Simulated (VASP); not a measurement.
Write the native input for VASP 6.6.1 that does the following.

| Property | Result |
| --- | --- |
| Task | single point |
| Functional | LDA |
| Potentials or basis | VASP PAW LDA potentials, release 64 (In_d, Se) |
| Cutoff | 520 eV |
| k mesh | 6 × 6 × 6 |
| Occupations | gaussian, width 0.01 eV |
| Spin | no spin polarisation |
| Dipole correction | no |
| Further INCAR settings | ALGO = Normal; EDIFF = 1e-06; NBANDS = 27 |

The structure of InSe lies in POSCAR:

```
InSe
1.0
    2.0000000000      1.1547010000      8.4400000000
   -2.0000000000      1.1547010000      8.4400000000
    0.0000000000     -2.3094010000      8.4400000000
In Se
2 2
Direct
    0.0000000000      0.0000000000      0.0000000000
    0.1114000000      0.1114000000      0.1114000000
    0.6165000000      0.6165000000      0.6165000000
    0.8281000000      0.8281000000      0.8281000000
```

One way to write it, as run:

INCAR

```
SYSTEM = InSe
PREC = Accurate
ENCUT = 520
EDIFF = 1E-6
ISMEAR = 0
SIGMA = 0.01
LREAL = .FALSE.
LASPH = .TRUE.
NELM = 100
ALGO = Normal
ISIF = 2
LWAVE = .FALSE.
LCHARG = .FALSE.
NBANDS = 27
```

KPOINTS

```
regular mesh
0
G
  6 6 6
  0 0 0
```

Potentials or basis: VASP PAW LDA potentials, release 64 (In_d, Se).

Run with:

```sh
$ cat potpaw_LDA.64/In_d/POTCAR potpaw_LDA.64/Se/POTCAR > POTCAR
$ mpirun -np 1 vasp_std > vasp.out
```

It gave:

```json
{
  "Pressure": "-1.3 GPa",
  "Largest force": "0.251 eV/Å",
  "Band gap on the k mesh": "0.23 eV"
}
```

Caveat: spin-orbit coupling is left out, which moves the levels of the heavy elements.

Run time: 11 min on 1 thread of Intel Xeon 8259CL, on a shared host, peak memory 0.52 GiB.
